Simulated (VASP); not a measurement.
# Cu3N (Pm-3m) in VASP: a series of runs

Aim: see how the results for Cu3N move with the level of theory and the settings. Levels: PBE+U, PBE. Tasks: single point, relaxation of cell and atoms.

All numbers are computed with VASP 6.6.1; they aren't measurements. Logs are shortened: lines on timing, memory, paths and dates and some standing lists are left out, and cuts for length are marked.

## 1. The cell of the first run

It takes space group Pm-3m (No. 221, cubic). The conventional cell has a = 3.796 Å, b = 3.796 Å, c = 3.796 Å, α = 90.00°, β = 90.00°, γ = 90.00°. Cu (site symmetry 4/mmm) has 2 N at 1.90 Å within 2.5 Å. N (site symmetry m-3m) has 6 Cu at 1.90 Å within 2.5 Å.

## 2. Single point, PBE+U

Contents of INCAR:

```
SYSTEM = Cu3N
PREC     = Accurate       ! precision mode
ENCUT    = 600            ! plane-wave cutoff, eV
EDIFF    = 1E-6           ! SCF threshold, eV
ISMEAR   = -4             ! smearing method
SIGMA    = 0.01           ! smearing width, eV
LREAL    = .FALSE.        ! projectors in reciprocal space
LASPH    = .TRUE.         ! aspherical terms in the spheres
NELM     = 200            ! most SCF steps
ALGO     = Normal         ! electronic algorithm
ISIF     = 2              ! what is computed and relaxed
LWAVE    = .FALSE.        ! write WAVECAR
LCHARG   = .TRUE.         ! write CHGCAR
LMAXMIX  = 4              ! l up to which the mixer works
LDAU     = .TRUE.         ! DFT+U
LDAUTYPE = 2            
LDAUL    = 2 -1           ! shell
LDAUU    = 1 0            ! U, eV
LDAUJ    = 0 0          
LDAUPRINT= 1            
GGA      = PE             ! functional
LELF     = .TRUE.         ! ELF
LVHAR    = .TRUE.       
NBANDS   = 27             ! bands
GGA_COMPAT= .FALSE.
```

Contents of KPOINTS:

```
Automatic mesh
0
G
  10 10 10
  0 0 0
```

Contents of POSCAR:

```
Cu3N
1.0
    3.7964193176      0.0000000000      0.0000000000
    0.0000000000      3.7964193176      0.0000000000
    0.0000000000      0.0000000000      3.7964193176
Cu N
3 1
Direct
    0.5000000000      0.0000000000      0.0000000000
    0.0000000000      0.5000000000      0.0000000000
    0.0000000000      0.0000000000      0.5000000000
    0.0000000000      0.0000000000      0.0000000000
```

Potentials or basis: VASP PAW PBE potentials, release 64 (Cu, N).

Started as:

```console
> cat potpaw_PBE.64/Cu/POTCAR potpaw_PBE.64/N/POTCAR > POTCAR
> mpirun -np 1 vasp_std > vasp.out
```

OUTCAR:

```text
SYSTEM = Cu3N
   PREC = Accurate
   ENCUT = 600
   EDIFF = 1E-6
   ISMEAR = -4
   LREAL = .FALSE.
   LASPH = .TRUE.
   NELM = 200
   ISIF = 2
   GGA = PE

 ion  position               nearest neighbor table
   1  0.500  0.000  0.000-   4 1.90   4 1.90   2 2.68   3 2.68   2 2.68   2 2.68   3 2.68   3 2.68
                             3 2.68   2 2.68
   2  0.000  0.500  0.000-   4 1.90   4 1.90   1 2.68   3 2.68   1 2.68   3 2.68   3 2.68   3 2.68
                             1 2.68   1 2.68
   3  0.000  0.000  0.500-   4 1.90   4 1.90   1 2.68   1 2.68   2 2.68   2 2.68   2 2.68   2 2.68
                             1 2.68   1 2.68
   4  0.000  0.000  0.000-   1 1.90   2 1.90   3 1.90   3 1.90   2 1.90   1 1.90

  LATTYP: Found a simple cubic cell.
 ALAT       =     3.7964193176

  Lattice vectors:

 A1 = (   3.7964193176,   0.0000000000,   0.0000000000)
 A2 = (   0.0000000000,   3.7964193176,   0.0000000000)
 A3 = (   0.0000000000,   0.0000000000,   3.7964193176)

Analysis of symmetry for initial positions (statically):
=====================================================================
 Subroutine PRICEL returns:
 Original cell was already a primitive cell.

 Routine SETGRP: Setting up the symmetry group for a
 simple cubic supercell.

 Subroutine GETGRP returns: Found 48 space group operations
 (whereof 48 operations were pure point group operations)
 out of a pool of 48 trial point group operations.

The static configuration has the point symmetry O_h .

Analysis of symmetry for dynamics (positions and initial velocities):
=====================================================================
 Subroutine PRICEL returns:
 Original cell was already a primitive cell.

 Routine SETGRP: Setting up the symmetry group for a
 simple cubic supercell.

 Subroutine GETGRP returns: Found 48 space group operations
 (whereof 48 operations were pure point group operations)
 out of a pool of 48 trial point group operations.

The dynamic configuration has the point symmetry O_h .

 Subroutine INISYM returns: Found 48 space group operations
 (whereof 48 operations are pure point group operations),
 and found     1 'primitive' translations

----------------------------------------------------------------------------------------

                                     Primitive cell

  volume of cell :      54.7170

  direct lattice vectors                    reciprocal lattice vectors
     3.796419318  0.000000000  0.000000000     0.263406098  0.000000000  0.000000000
     0.000000000  3.796419318  0.000000000     0.000000000  0.263406098  0.000000000
     0.000000000  0.000000000  3.796419318     0.000000000  0.000000000  0.263406098

  length of vectors
     3.796419318  3.796419318  3.796419318     0.263406098  0.263406098  0.263406098

  position of ions in fractional coordinates (direct lattice)
     0.500000000  0.000000000  0.000000000
     0.000000000  0.500000000  0.000000000
     0.000000000  0.000000000  0.500000000
     0.000000000  0.000000000  0.000000000

  ion indices of the primitive-cell ions
   primitive index   ion index
                 1           1
                 2           2
                 3           3
                 4           4

----------------------------------------------------------------------------------------

 KPOINTS: Automatic mesh

Automatic generation of k-mesh.
 Grid dimensions read from file:
 generate k-points for:   10   10   10

 Generating k-lattice:

  Cartesian coordinates                     Fractional coordinates (reciprocal lattice)
     0.026340610  0.000000000  0.000000000     0.100000000  0.000000000  0.000000000
     0.000000000  0.026340610  0.000000000     0.000000000  0.100000000  0.000000000
     0.000000000  0.000000000  0.026340610     0.000000000  0.000000000  0.100000000

  Length of vectors
     0.026340610  0.026340610  0.026340610

  Shift w.r.t. Gamma in fractional coordinates (k-lattice)
     0.000000000  0.000000000  0.000000000

 TETIRR: Found    492 inequivalent tetrahedra from     6000

 Subroutine IBZKPT returns following result:
 ===========================================

 Found     56 irreducible k-points:

 Following reciprocal coordinates:
            Coordinates               Weight
  0.000000  0.000000  0.000000      1.000000
  0.100000  0.000000  0.000000      6.000000
  0.200000  0.000000  0.000000      6.000000
  0.300000  0.000000  0.000000      6.000000
  0.400000  0.000000  0.000000      6.000000
  0.500000  0.000000  0.000000      3.000000
[... 16 lines left out ...]
  0.200000  0.100000  0.100000     24.000000
  0.300000  0.100000  0.100000     24.000000
 [... further k-points ...]
   k-points           NKPTS =     56   k-points in BZ     NKDIM =     56   number of bands    NBANDS=     27
   number of dos      NEDOS =    301   number of ions     NIONS =      4
   total plane-waves  NPLWV =  27000
   dimension x,y,z NGX =    30 NGY =   30 NGZ =   30
   dimension x,y,z NGXF=    60 NGYF=   60 NGZF=   60
   ions per type =               3   1
   NGX,Y,Z   is equivalent  to a cutoff of  13.14, 13.14, 13.14 a.u.
   NGXF,Y,Z  is equivalent  to a cutoff of  26.27, 26.27, 26.27 a.u.
 SYSTEM =  Cu3N
   PREC   = accura    normal or accurate (medium, high low for compatibility)
   ISTART =      0    job   : 0-new  1-cont  2-samecut
   ICHARG =      2    charge: 1-file 2-atom 10-const
   ISPIN  =      1    spin polarized calculation?
   LNONCOLLINEAR =      F non collinear calculations
   LSORBIT =      F    spin-orbit coupling
   LASPH  =      T    aspherical Exc in radial PAW
   ENCUT  =  600.0 eV  44.10 Ry    6.64 a.u.   7.58  7.58  7.58*2*pi/ulx,y,z
   NELM   =    200;   NELMIN=  2; NELMDL= -5     # of ELM steps
   EDIFF  = 0.1E-05   stopping-criterion for ELM
   LREAL  =      F    real-space projection
   EDIFFG = 0.1E-04   stopping-criterion for IOM
   NSW    =      0    number of steps for IOM
   IBRION =     -1    ionic relax: 0-MD 1-quasi-New 2-CG
   NFREE  =      0    steps in history (QN), initial steepest desc. (CG)
   ISIF   =      2    stress and relaxation
   ISYM   =      2    0-nonsym 1-usesym 2-fastsym
   POTIM  = 0.5000    time-step for ionic-motion
   TEBEG  =    0.0;   TEEND  =   0.0 temperature during run
   PSTRESS=    0.0 pullay stress
   NELECT =      38.0000    total number of electrons
   NUPDOWN=      -1.0000    fix difference up-down
   EMIN   =  10.00;   EMAX   =-10.00  energy-range for DOS
   EFERMI =   0.00;   METHOD = LEGACY
   ISMEAR =    -4;   SIGMA  =   0.01  broadening in eV -4-tet -1-fermi 0-gaus
   EFERMI_NEDOS =   21; number of points for ismear=-14 and -15
   IALGO  =     38    algorithm
   IMIX   =      4    mixing-type and parameters
     AMIX     =   0.40;   BMIX     =  1.00
     AMIX_MAG =   1.60;   BMIX_MAG =  1.00
  volume/ion in A,a.u.               =      13.68        92.31
  Fermi-wavevector in a.u.,A,eV,Ry     =   1.449757  2.739643 28.596659  2.101795
  Thomas-Fermi vector in A             =   2.567447
   LORBIT       =      0    0 simple, 1 ext, 2 COOP (PROOUT), +10 PAW based schemes
 LDA+U is selected, type is set to LDAUTYPE =  2
   angular momentum for each species LDAUL =     2   -1
   U (eV)           for each species LDAUU =   1.0  0.0
   J (eV)           for each species LDAUJ =   0.0  0.0
   GGA     = PE    functional components
   LHFCALC =     F    Hartree Fock is set to
   AEXX    =    0.0000 exact exchange contribution
   IVDW    =     0    specifies the selected vdW correction
   LEPSILON=     F    determine dielectric tensor
   LRPA    =     F    only Hartree local field effects (RPA)
 non-spin polarized calculation
 Fermi weights with tetrahedron method witout Bloechl corrections
  energy-cutoff  :      600.00
  volume of cell :       54.72
 maximum number of plane-waves:      1856
   NGX = 15   NGY = 15   NGZ = 15

atom =   1  type =  1  l = 2

 onsite density matrix

spin component  1

  0.9550  0.0000  0.0000  0.0000  0.0000
  0.0000  0.9433  0.0000  0.0000 -0.0000
  0.0000  0.0000  0.9142 -0.0000  0.0368
  0.0000  0.0000 -0.0000  0.9550 -0.0000
  0.0000 -0.0000  0.0368 -0.0000  0.8718

spin component  2

  0.9550  0.0000  0.0000  0.0000  0.0000
  0.0000  0.9433  0.0000  0.0000 -0.0000
  0.0000  0.0000  0.9142 -0.0000  0.0368
  0.0000  0.0000 -0.0000  0.9550 -0.0000
  0.0000 -0.0000  0.0368 -0.0000  0.8718
[... 67 lines left out ...]
 occupancies and eigenvectors

  o =  0.8505  v =  0.0000  0.0000 -1.0000  0.0000 -0.0000  0.0000  0.0000  0.0000  0.0000  0.0000      0.0000  0.0000  0.0000  0.0000  0.0000  0.0000  0.0000  0.0000  0.0000  0.0000
  o =  0.8505  v =  0.0000  0.0000  0.0000  0.0000  0.0000  0.0000  0.0000 -1.0000  0.0000 -0.0000      0.0000  0.0000  0.0000  0.0000  0.0000  0.0000  0.0000  0.0000  0.0000  0.0000
  o =  0.9355  v =  0.0000  0.0000  0.0000 -0.0000  1.0000  0.0000  0.0000  0.0000  0.0000  0.0000      0.0000  0.0000  0.0000  0.0000  0.0000  0.0000  0.0000  0.0000  0.0000  0.0000
  o =  0.9355  v =  0.0000  0.0000  0.0000  0.0000  0.0000  0.0000  0.0000  0.0000 -0.0000  1.0000      0.0000  0.0000  0.0000  0.0000  0.0000  0.0000  0.0000  0.0000  0.0000  0.0000
  o =  0.9433  v =  1.0000  0.0000  0.0000  0.0000  0.0000  0.0000  0.0000  0.0000  0.0000  0.0000      0.0000  0.0000  0.0000  0.0000  0.0000  0.0000  0.0000  0.0000  0.0000  0.0000
  o =  0.9433  v =  0.0000  0.0000  0.0000  0.0000  0.0000  1.0000  0.0000  0.0000  0.0000  0.0000      0.0000  0.0000  0.0000  0.0000  0.0000  0.0000  0.0000  0.0000  0.0000  0.0000
  o =  0.9550  v =  0.0000  0.0000  0.0000  0.0000  0.0000  0.0000 -0.4651 -0.0000 -0.8853  0.0000      0.0000  0.0000  0.0000  0.0000  0.0000  0.0000  0.0000  0.0000  0.0000  0.0000
  o =  0.9550  v =  0.0000 -0.4651 -0.0000 -0.8853  0.0000  0.0000  0.0000  0.0000  0.0000  0.0000      0.0000  0.0000  0.0000  0.0000  0.0000  0.0000  0.0000  0.0000  0.0000  0.0000
  o =  0.9550  v =  0.0000  0.8853 -0.0000 -0.4651 -0.0000  0.0000  0.0000  0.0000  0.0000  0.0000      0.0000  0.0000  0.0000  0.0000  0.0000  0.0000  0.0000  0.0000  0.0000  0.0000
  o =  0.9550  v =  0.0000  0.0000  0.0000  0.0000  0.0000  0.0000  0.8853 -0.0000 -0.4651 -0.0000      0.0000  0.0000  0.0000  0.0000  0.0000  0.0000  0.0000  0.0000  0.0000  0.0000

 number of electron      37.9999975 magnetization

 Free energy of the ion-electron system (eV)
  ---------------------------------------------------
  ext. energy  EPLUGINS =         0.00000000
  ---------------------------------------------------
  free energy    TOTEN  =       -17.37318296 eV

  energy without entropy =      -17.37318296  energy(sigma->0) =      -17.37318296

 E-fermi :   4.9955     XC(G=0): -10.8394

 val. band max:        4.9332444071   @ k =   0.5000   0.5000   0.5000
 cond. band min:       5.1931369316   @ k =   0.5000   0.5000   0.0000
 fundamental gap:      0.2598925244
 Fermi energy:         4.9955097141

 k-point     1 :       0.0000    0.0000    0.0000
  band No.  band energies     occupation
      1     -11.8883      2.00000
      2      -0.3208      2.00000
      3       0.2553      2.00000
      4       0.2553      2.00000
      5       0.2553      2.00000
      6       0.8762      2.00000
[... 19 lines left out ...]
     26      17.4388      0.00000
     27      17.4397      0.00000
[... 667 lines left out ...]
      5       0.5710      2.00000
      6       1.0937      2.00000
[... 19 lines left out ...]
     26      14.3566      0.00000
     27      15.4254      0.00000

 [... further k-points ...]
[... 5 lines left out ...]
  --------------------------------------------------------------------------------------
  -------------------------------------------------------------------------------------
  Total        1.1461016      1.1461016      1.1461016     -0.0000000      0.0000000      0.0000000
  in kB       33.5591667     33.5591667     33.5591667     -0.0000000      0.0000000      0.0000000
  external PRESSURE =      33.5591667 kB  Pullay stress =       0.0000000 kB

 VOLUME and BASIS-vectors are now :
 -----------------------------------------------------------------------------
  energy-cutoff  :      600.00
  volume of cell :       54.72
      direct lattice vectors                 reciprocal lattice vectors
     3.796419318  0.000000000  0.000000000     0.263406098  0.000000000  0.000000000
     0.000000000  3.796419318  0.000000000     0.000000000  0.263406098  0.000000000
     0.000000000  0.000000000  3.796419318     0.000000000  0.000000000  0.263406098

 POSITION                                       TOTAL-FORCE (eV/Angst)
 -----------------------------------------------------------------------------------
      1.89821      0.00000      0.00000         0.000000      0.000000      0.000000
      0.00000      1.89821      0.00000         0.000000      0.000000      0.000000
      0.00000      0.00000      1.89821         0.000000      0.000000      0.000000
      0.00000      0.00000      0.00000         0.000000      0.000000      0.000000
 -----------------------------------------------------------------------------------
    total drift:                                0.000000      0.000000      0.000000

  FREE ENERGIE OF THE ION-ELECTRON SYSTEM (eV)
  ---------------------------------------------------
  free  energy   TOTEN  =       -17.3731829632 eV

  energy  without entropy=      -17.3731829632  energy(sigma->0) =      -17.37318296
```

It took 76 s on 1 thread of Intel Xeon Platinum 8259CL at 2.50GHz (Skylake/Cascade Lake), shared host; peak memory 0.22 GiB.

Results:

```
Free energy            : -17.3732 eV
Pressure               : 3.4 GPa
Band gap on the k mesh : 0.26 eV (least direct gap 0.84 eV)
```

Eigenvalues of the final occupation matrices:
| site | spin | trace | eigenvalues |
| --- | --- | --- | --- |
| site 1 d | 1 | 4.64 | 0.85 0.94 0.94 0.95 0.95 |
| site 1 d | 2 | 4.64 | 0.85 0.94 0.94 0.95 0.95 |
| site 2 d | 1 | 4.64 | 0.85 0.94 0.94 0.95 0.95 |
| site 2 d | 2 | 4.64 | 0.85 0.94 0.94 0.95 0.95 |
| site 3 d | 1 | 4.64 | 0.85 0.94 0.94 0.95 0.95 |
| site 3 d | 2 | 4.64 | 0.85 0.94 0.94 0.95 0.95 |

Caveat: the cell stands under pressure; semilocal functionals underestimate gaps, and a narrow one can read as zero. A k mesh can miss the band edges.

(Continued in part 2 of 3.)

The gap in the log of VASP goes by the Fermi energy; the results here count the filled bands.